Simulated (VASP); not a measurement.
# Si5Ge (P-62m) in VASP: notebook, part 2 of 2

VASP 6.6.1. Earlier steps stand in the parts before.

## Step 4: Single point, PBE

This run uses another cell than the first one, of 15.43 Å³/atom.

File INCAR:

```
PREC = Accurate
ENCUT = 520
EDIFF = 1E-6
ISMEAR = 0
SIGMA = 0.1
LREAL = False
LASPH = True
NELM = 80
ALGO = Normal
ISIF = 2
LWAVE = False
LCHARG = False
GGA = PE
NBANDS = 26
```

File KPOINTS:

```
Automatic mesh
0
Gamma
  12 12 10
```

File POSCAR:

```
Si5Ge
1.0
    4.9097235908     -0.0000000029      0.0000000000
   -2.4548617929      4.2519453566      0.0000000000
    0.0000000000      0.0000000000      4.4358314861
Si Ge
5 1
Direct
    0.3640533221      0.3640533221      0.0000000000
    0.0000000000      0.6359466779      0.0000000000
    0.6359466779      0.0000000000      0.0000000000
    0.6666666667      0.3333333333      0.5000000000
    0.3333333333      0.6666666667      0.5000000000
    0.0000000000      0.0000000000      0.5000000000
```

Potentials or basis: VASP PAW PBE potentials, release 64 (Si, Ge_d).

Run with:

```console
$ cat potpaw_PBE.64/Si/POTCAR potpaw_PBE.64/Ge_d/POTCAR > POTCAR
$ mpirun -np 1 vasp_std > vasp.out
```

OUTCAR:

```text
PREC = Accurate
   ENCUT = 520
   EDIFF = 1E-6
   ISMEAR = 0
   LREAL = False
   LASPH = True
   NELM = 80
   ISIF = 2
   GGA = PE

 ion  position               nearest neighbor table
   1  0.364  0.364  0.000-   3 2.71   2 2.71   3 2.71   2 2.71   5 2.72   5 2.72   4 2.72   4 2.72
                             6 2.85   6 2.85   2 3.10   3 3.10
   2  0.000  0.636  0.000-   3 2.71   3 2.71   1 2.71   1 2.71   5 2.72   5 2.72   4 2.72   4 2.72
                             6 2.85   6 2.85   1 3.10   3 3.10
   3  0.636  0.000  0.000-   2 2.71   1 2.71   2 2.71   1 2.71   4 2.72   4 2.72   5 2.72   5 2.72
                             6 2.85   6 2.85   1 3.10   2 3.10
   4  0.667  0.333  0.500-   3 2.72   3 2.72   2 2.72   2 2.72   1 2.72   1 2.72   5 2.83   5 2.83
                             6 2.83   6 2.83   6 2.83   5 2.83
   5  0.333  0.667  0.500-   2 2.72   2 2.72   3 2.72   3 2.72   1 2.72   1 2.72   4 2.83   4 2.83
                             6 2.83   6 2.83   6 2.83   4 2.83
   6  0.000  0.000  0.500-   4 2.83   5 2.83   5 2.83   4 2.83   4 2.83   5 2.83   1 2.85   1 2.85
                             2 2.85   2 2.85   3 2.85   3 2.85

  LATTYP: Found a hexagonal cell.
 ALAT       =     4.9097235908
 C/A-ratio  =     0.9034788627

  Lattice vectors:

 A1 = (   4.9097235908,  -0.0000000029,   0.0000000000)
 A2 = (  -2.4548617929,   4.2519453566,   0.0000000000)
 A3 = (   0.0000000000,   0.0000000000,   4.4358314861)

Analysis of symmetry for initial positions (statically):
=====================================================================
 Subroutine PRICEL returns:
 Original cell was already a primitive cell.

 Routine SETGRP: Setting up the symmetry group for a
 hexagonal supercell.

 Subroutine GETGRP returns: Found 12 space group operations
 (whereof 12 operations were pure point group operations)
 out of a pool of 24 trial point group operations.

The static configuration has the point symmetry D_3h.

Analysis of symmetry for dynamics (positions and initial velocities):
=====================================================================
 Subroutine PRICEL returns:
 Original cell was already a primitive cell.

 Routine SETGRP: Setting up the symmetry group for a
 hexagonal supercell.

 Subroutine GETGRP returns: Found 12 space group operations
 (whereof 12 operations were pure point group operations)
 out of a pool of 24 trial point group operations.

The dynamic configuration has the point symmetry D_3h.

 Subroutine INISYM returns: Found 12 space group operations
 (whereof 12 operations are pure point group operations),
 and found     1 'primitive' translations

----------------------------------------------------------------------------------------

                                     Primitive cell

  volume of cell :      92.6019

  direct lattice vectors                    reciprocal lattice vectors
     4.909723591 -0.000000003  0.000000000     0.203677454  0.117593233  0.000000000
    -2.454861793  4.251945357  0.000000000     0.000000000  0.235186466  0.000000000
     0.000000000  0.000000000  4.435831486     0.000000000  0.000000000  0.225436878

  length of vectors
     4.909723591  4.909723591  4.435831486     0.235186466  0.235186466  0.225436878

  position of ions in fractional coordinates (direct lattice)
     0.364053322  0.364053322  0.000000000
     0.000000000  0.635946678  0.000000000
     0.635946678  0.000000000  0.000000000
     0.666666667  0.333333333  0.500000000
     0.333333333  0.666666667  0.500000000
[... 63 lines left out ...]
 [... further k-points ...]
   k-points           NKPTS =    114   k-points in BZ     NKDIM =    114   number of bands    NBANDS=     26
   number of dos      NEDOS =    301   number of ions     NIONS =      6
   total plane-waves  NPLWV =  57600
   dimension x,y,z NGX =    40 NGY =   40 NGZ =   36
   dimension x,y,z NGXF=    80 NGYF=   80 NGZF=   72
   ions per type =               5   1
   NGX,Y,Z   is equivalent  to a cutoff of  13.54, 13.54, 13.49 a.u.
   NGXF,Y,Z  is equivalent  to a cutoff of  27.09, 27.09, 26.98 a.u.
 SYSTEM =  unknown system
   PREC   = accura    normal or accurate (medium, high low for compatibility)
   ISTART =      0    job   : 0-new  1-cont  2-samecut
   ICHARG =      2    charge: 1-file 2-atom 10-const
   ISPIN  =      1    spin polarized calculation?
   LNONCOLLINEAR =      F non collinear calculations
   LSORBIT =      F    spin-orbit coupling
   LASPH  =      T    aspherical Exc in radial PAW
   ENCUT  =  520.0 eV  38.22 Ry    6.18 a.u.   9.13  9.13  8.25*2*pi/ulx,y,z
   NELM   =     80;   NELMIN=  2; NELMDL= -5     # of ELM steps
   EDIFF  = 0.1E-05   stopping-criterion for ELM
   LREAL  =      F    real-space projection
   EDIFFG = 0.1E-04   stopping-criterion for IOM
   NSW    =      0    number of steps for IOM
   IBRION =     -1    ionic relax: 0-MD 1-quasi-New 2-CG
   NFREE  =      0    steps in history (QN), initial steepest desc. (CG)
   ISIF   =      2    stress and relaxation
   ISYM   =      2    0-nonsym 1-usesym 2-fastsym
   POTIM  = 0.5000    time-step for ionic-motion
   TEBEG  =    0.0;   TEEND  =   0.0 temperature during run
   PSTRESS=    0.0 pullay stress
   NELECT =      34.0000    total number of electrons
   NUPDOWN=      -1.0000    fix difference up-down
   EMIN   =  10.00;   EMAX   =-10.00  energy-range for DOS
   EFERMI =   0.00;   METHOD = LEGACY
   ISMEAR =     0;   SIGMA  =   0.10  broadening in eV -4-tet -1-fermi 0-gaus
   EFERMI_NEDOS =   21; number of points for ismear=-14 and -15
   IALGO  =     38    algorithm
   IMIX   =      4    mixing-type and parameters
     AMIX     =   0.40;   BMIX     =  1.00
     AMIX_MAG =   1.60;   BMIX_MAG =  1.00
  volume/ion in A,a.u.               =      15.43       104.15
  Fermi-wavevector in a.u.,A,eV,Ry     =   1.172271  2.215270 18.697377  1.374218
  Thomas-Fermi vector in A             =   2.308702
   LORBIT       =      0    0 simple, 1 ext, 2 COOP (PROOUT), +10 PAW based schemes
   GGA     = PE    functional components
   LHFCALC =     F    Hartree Fock is set to
   AEXX    =    0.0000 exact exchange contribution
   IVDW    =     0    specifies the selected vdW correction
   LEPSILON=     F    determine dielectric tensor
   LRPA    =     F    only Hartree local field effects (RPA)
 non-spin polarized calculation
 Gauss-broadening in eV      SIGMA  =   0.10
  energy-cutoff  :      520.00
  volume of cell :       92.60
 maximum number of plane-waves:      2524
 NGX is ok and might be reduce to    40
   NGX = 19   NGY = 19   NGZ = 17

 number of electron      33.9999995 magnetization

 Free energy of the ion-electron system (eV)
  ---------------------------------------------------
  ext. energy  EPLUGINS =         0.00000000
  ---------------------------------------------------
  free energy    TOTEN  =       -28.47479989 eV

  energy without entropy =      -28.46518643  energy(sigma->0) =      -28.46999316

 E-fermi :   9.2659     XC(G=0): -11.1616

 val. band max:        9.2638821724   @ k =   0.1667   0.1667   0.5000
 cond. band min:       9.2723882150   @ k =   0.2500   0.0833   0.2000
 fundamental gap:      0.0085060426
 Fermi energy:         9.2659484156

 k-point     1 :       0.0000    0.0000    0.0000
  band No.  band energies     occupation
      1     -15.4971      2.00000
      2     -15.4971      2.00000
      3     -15.4878      2.00000
      4     -15.4864      2.00000
      5     -15.4864      2.00000
      6      -4.8044      2.00000
[... 685 lines left out ...]
     25      14.4957      0.00000
     26      14.9223      0.00000

 [... further k-points ...]

------------------------ aborting loop because EDIFF is reached ----------------------------------------

  FORCE on cell =-STRESS in cart. coord.  units (eV):
  Direction    XX          YY          ZZ          XY          YZ          ZX
  --------------------------------------------------------------------------------------
  -------------------------------------------------------------------------------------
  Total       -0.0063539     -0.0063539      0.0064308      0.0000000      0.0000000      0.0000000
  in kB       -0.1099331     -0.1099331      0.1112636      0.0000000      0.0000000      0.0000000
  external PRESSURE =      -0.0362009 kB  Pullay stress =       0.0000000 kB

 VOLUME and BASIS-vectors are now :
 -----------------------------------------------------------------------------
  energy-cutoff  :      520.00
  volume of cell :       92.60
      direct lattice vectors                 reciprocal lattice vectors
     4.909723591 -0.000000003  0.000000000     0.203677454  0.117593233  0.000000000
    -2.454861793  4.251945357  0.000000000     0.000000000  0.235186466  0.000000000
     0.000000000  0.000000000  4.435831486     0.000000000  0.000000000  0.225436878

 POSITION                                       TOTAL-FORCE (eV/Angst)
 -----------------------------------------------------------------------------------
      0.89370      1.54793      0.00000         0.001681      0.002911     -0.000000
     -1.56116      2.70401      0.00000         0.001681     -0.002911      0.000000
      3.12232     -0.00000      0.00000        -0.003361      0.000000     -0.000000
      2.45486      1.41732      2.21792        -0.000000      0.000000      0.000000
      0.00000      2.83463      2.21792        -0.000000      0.000000      0.000000
      0.00000      0.00000      2.21792        -0.000000      0.000000      0.000000
 -----------------------------------------------------------------------------------
    total drift:                                0.000000      0.000000      0.000000

  FREE ENERGIE OF THE ION-ELECTRON SYSTEM (eV)
  ---------------------------------------------------
  free  energy   TOTEN  =       -28.4747998869 eV

  energy  without entropy=      -28.4651864297  energy(sigma->0) =      -28.46999316
```

Run time: 4.4 min. Hardware: 1 thread of Intel Xeon Platinum 8259CL at 2.50GHz (Skylake/Cascade Lake), shared host; peak memory 0.38 GiB.

Results:

```yaml
Free_energy: -28.4748 eV
Pressure: 0.0 GPa
Largest_force: 0.003 eV/Å
Band_gap_on_the_k_mesh: zero (bands 17 and 18 overlap by 4.51 eV)
```

Forces on the atoms (eV/Å):
```
Si   0.002  0.003  0.000
Si   0.002 -0.003  0.000
Si  -0.003  0.000  0.000
Si   0.000  0.000  0.000
Si   0.000  0.000  0.000
Ge   0.000  0.000  0.000
```

Levels at points of the mesh, in eV from the Fermi level:
| k point | band 14 | band 15 | band 16 | band 17 | band 18 | band 19 | band 20 | band 21 |
| --- | --- | --- | --- | --- | --- | --- | --- | --- |
| (0.00, 0.00, 0.00) | -5.00 | -0.06 | 0.24 | 0.45 | 0.45 | 0.75 | 0.75 | 0.92 |
| (0.50, 0.00, 0.00) | -1.53 | -1.36 | -1.08 | -0.72 | -0.28 | 0.17 | 0.37 | 0.37 |
| (0.00, 0.00, 0.50) | -4.46 | -3.62 | -3.25 | -3.25 | -3.19 | -3.19 | 2.06 | 2.19 |
| (0.50, 0.00, 0.50) | 0.73 | 0.79 | 1.18 | 1.26 | 1.71 | 1.83 | 1.85 | 2.01 |

## Step 5: Relaxation of cell and atoms, PBE

File INCAR:

```
ALGO = Normal ; EDIFF = 1E-6
EDIFFG = -0.01 ; ENCUT = 600
GGA = PE ; IBRION = 2
ISIF = 3 ; ISMEAR = 0
LASPH = True ; LCHARG = False
LREAL = False ; LWAVE = False
NELM = 60 ; NSW = 100
PREC = Accurate ; SIGMA = 0.1
```

File KPOINTS:

```
k-points
0
Gamma
  12 12 8
```

File POSCAR:

```
Si5Ge
1.0
    4.9383099900      0.0000000000      0.0000000000
   -2.4691549900      4.2767019000      0.0000000000
    0.0000000000      0.0000000000      4.5106994300
Si Ge
5 1
Direct
    0.3333333300      0.3333333300      0.0000000000
    0.0000000000      0.6666666700      0.0000000000
    0.6666666700      0.0000000000      0.0000000000
    0.6666666700      0.3333333300      0.5000000000
    0.3333333300      0.6666666700      0.5000000000
    0.0000000000      0.0000000000      0.5000000000
```

Potentials or basis: VASP PAW PBE potentials, release 64 (Si, Ge_d).

Run with:

```console
$ cat potpaw_PBE.64/Si/POTCAR potpaw_PBE.64/Ge_d/POTCAR > POTCAR
$ mpirun -np 1 vasp_std > vasp.out
```

OUTCAR:

```text
EDIFF = 1E-6
   EDIFFG = -0.01
   ENCUT = 600
   GGA = PE
   IBRION = 2
   ISIF = 3
   ISMEAR = 0
   LASPH = True
   LREAL = False
   NELM = 60
   NSW = 100
   PREC = Accurate

 ion  position               nearest neighbor table
   1  0.333  0.333  0.000-   6 2.79   6 2.79   5 2.79   5 2.79   4 2.79   4 2.79   2 2.85   3 2.85
                             3 2.85   2 2.85   3 2.85   2 2.85
   2  0.000  0.667  0.000-   6 2.79   6 2.79   5 2.79   5 2.79   4 2.79   4 2.79   1 2.85   3 2.85
                             3 2.85   1 2.85   1 2.85   3 2.85
   3  0.667  0.000  0.000-   4 2.79   4 2.79   6 2.79   6 2.79   5 2.79   5 2.79   2 2.85   1 2.85
                             2 2.85   1 2.85   1 2.85   2 2.85
   4  0.667  0.333  0.500-   3 2.79   3 2.79   2 2.79   2 2.79   1 2.79   1 2.79   5 2.85   6 2.85
                             5 2.85   6 2.85   6 2.85   5 2.85
   5  0.333  0.667  0.500-   2 2.79   2 2.79   3 2.79   3 2.79   1 2.79   1 2.79   4 2.85   6 2.85
                             4 2.85   6 2.85   6 2.85   4 2.85
[... 412 lines left out ...]
 cond. band min:       9.2054083769   @ k =   0.1667  -0.0000   0.2500
 fundamental gap:      0.0359778174
 Fermi energy:         9.1862567737

 k-point     1 :       0.0000    0.0000    0.0000
  band No.  band energies     occupation
      1     -15.5744      2.00000
      2     -15.5744      2.00000
      3     -15.5613      2.00000
      4     -15.5613      2.00000
      5     -15.5597      2.00000
      6      -4.8487      2.00000
[... 565 lines left out ...]
     20      10.8578      0.00000
     21      11.1752      0.00000

 [... further k-points ...]

------------------------ aborting loop because EDIFF is reached ----------------------------------------

  FORCE on cell =-STRESS in cart. coord.  units (eV):
  Direction    XX          YY          ZZ          XY          YZ          ZX
  --------------------------------------------------------------------------------------
  -------------------------------------------------------------------------------------
  Total       -0.0419997     -0.0419997     -0.0574745     -0.0000000     -0.0000000     -0.0000000
  in kB       -0.7226670     -0.7226670     -0.9889332     -0.0000000     -0.0000000     -0.0000000
  external PRESSURE =      -0.8114224 kB  Pullay stress =       0.0000000 kB
[... 21 lines left out ...]
  FREE ENERGIE OF THE ION-ELECTRON SYSTEM (eV)
  ---------------------------------------------------
  free  energy   TOTEN  =       -28.4704800941 eV

  energy  without entropy=      -28.4596348483  energy(sigma->0) =      -28.46505747

 reached required accuracy - stopping structural energy minimisation
```

CONTCAR:

```text
Si5Ge
   1.00000000000000
     4.9892992837894807    0.0000000000496073   -0.0000000000000001
    -2.4946496368001538    4.3208599236325682    0.0000000000000001
     0.0000000000000003    0.0000000000000004    4.3192542196610306
  Si              Ge
     5     1
Direct
     0.3694813473293633    0.3694813473292830    0.0000000000000000
     0.0000000000000029    0.6305186526707945    0.0000000000000000
     0.6305186526706338    0.9999999999999225    0.0000000000000000
     0.6666666699999979    0.3333333300000021    0.5000000000000000
     0.3333333300000021    0.6666666699999979    0.5000000000000000
     0.0000000000000000    0.0000000000000000    0.5000000000000000

  0.00000000E+00  0.00000000E+00  0.00000000E+00
  0.00000000E+00  0.00000000E+00  0.00000000E+00
  0.00000000E+00  0.00000000E+00  0.00000000E+00
  0.00000000E+00  0.00000000E+00  0.00000000E+00
  0.00000000E+00  0.00000000E+00  0.00000000E+00
  0.00000000E+00  0.00000000E+00  0.00000000E+00
```

It took 61 min on 1 thread of Intel Xeon Platinum 8259CL at 2.50GHz (Skylake/Cascade Lake), shared host; peak memory 0.39 GiB.

What came out:

| Quantity | Value |
| --- | --- |
| Free energy | -28.4705 eV |
| Relaxed volume | 15.52 Å³/atom |
| Relaxed cell | a = 4.989 Å, b = 4.989 Å, c = 4.319 Å, α = 90.00°, β = 90.00°, γ = 120.00° |
| Space group after relaxing (to 0.1 Å) | P-62m (No. 189) |
| Energy gained by relaxing | 17.2 meV/atom |
| Ionic steps | 31 |
| Pressure after relaxing | -0.1 GPa |
| Band gap on the k mesh | zero (bands 17 and 18 overlap by 4.42 eV) |

Forces on the atoms (eV/Å):
```
Si  -0.001 -0.002  0.000
Si  -0.001  0.002  0.000
Si   0.003  0.000  0.000
Si   0.000  0.000  0.000
Si   0.000  0.000  0.000
Ge   0.000  0.000  0.000
```

Step by step:
```tsv
step	energy change (eV)	largest force (eV/Å)	pressure (GPa)	volume (Å³)
1	0.0000	0.3141	-2.53	95.26
2	-0.0390	0.2929	0.08	91.84
3	-0.0390	0.2847	1.01	90.96
4	-0.0395	0.2881	0.75	91.31
5	-0.0543	0.2313	0.66	91.35
6	-0.0805	0.0807	0.65	91.47
7	-0.0628	0.1666	1.19	91.71
8	-0.0846	0.0082	0.67	91.55
9	-0.0841	0.0165	-0.72	93.31
10	-0.0865	0.0032	-0.04	92.34
11	-0.0865	0.0029	0.05	92.32
12	-0.0867	0.0050	0.02	92.34
13	-0.0876	0.0084	-0.01	92.39
14	-0.0902	0.0181	-0.03	92.50
15	-0.0941	0.0524	-0.13	92.69
16	-0.0769	0.0930	0.09	92.96
17	-0.0955	0.0604	-0.16	92.73
18	-0.0981	0.0889	-0.06	92.86
19	-0.0975	0.0767	-0.13	92.79
20	-0.0984	0.0844	-0.13	92.83
21	-0.0985	0.0870	-0.10	92.84
22	-0.0996	0.0735	0.12	92.70
23	-0.1006	0.0558	0.32	92.52
24	-0.1006	0.0195	0.66	92.16
25	-0.1009	0.0401	0.36	92.36
26	-0.1017	0.0330	0.26	92.56
27	-0.1027	0.0196	-0.01	92.94
28	-0.1016	0.0058	-0.55	93.72
29	-0.1028	0.0120	-0.26	93.17
30	-0.1032	0.0006	-0.12	93.12
31	-0.1033	0.0027	-0.08	93.11
```

Final structure:
```yaml
crystal:
  lattice:
    - [4.98930, 0.00000, 0.00000]
    - [-2.49465, 4.32086, 0.00000]
    - [0.00000, 0.00000, 4.31925]
  atoms:
    - { symbol: Si, position: [0.36948, 0.36948, 0.00000] }
    - { symbol: Si, position: [0.00000, 0.63052, 0.00000] }
    - { symbol: Si, position: [0.63052, 0.00000, 0.00000] }
    - { symbol: Si, position: [0.66667, 0.33333, 0.50000] }
    - { symbol: Si, position: [0.33333, 0.66667, 0.50000] }
    - { symbol: Ge, position: [0.00000, 0.00000, 0.50000] }
```

## Step 6: Overview

```tsv
task	cell	k mesh	cutoff (eV)	gap on the mesh (eV)	pressure (GPa)
single point	a = 4.938, b = 4.938, c = 4.511 Å, angles 90.0, 90.0, 120.0°, 6 atoms, atomic positions A	6 × 6 × 4	520	none	-2.5
single point	a = 4.986, b = 4.986, c = 4.318 Å, angles 90.0, 90.0, 120.0°, 6 atoms, atomic positions B	12 × 12 × 8	520	none	0.0
single point	a = 4.910, b = 4.910, c = 4.436 Å, angles 90.0, 90.0, 120.0°, 6 atoms, atomic positions C	12 × 12 × 10	520	none	0.0
relaxation of cell and atoms	relaxed from a = 4.938, b = 4.938, c = 4.511 Å, angles 90.0, 90.0, 120.0°, 6 atoms, atomic positions A	12 × 12 × 8	600	none	-0.1
```

Alike in all rows: level PBE; potentials or basis VASP PAW PBE potentials, release 64 (Si, Ge_d); no spin polarisation; smearing gaussian 0.1 eV.

Caveats: the stress differs along the axes, from -5 to 2 GPa (at least some runs).

Absolute energies hang on the potentials; compare differences alone.

The gap in the log of VASP goes by the Fermi energy; the results here count the filled bands.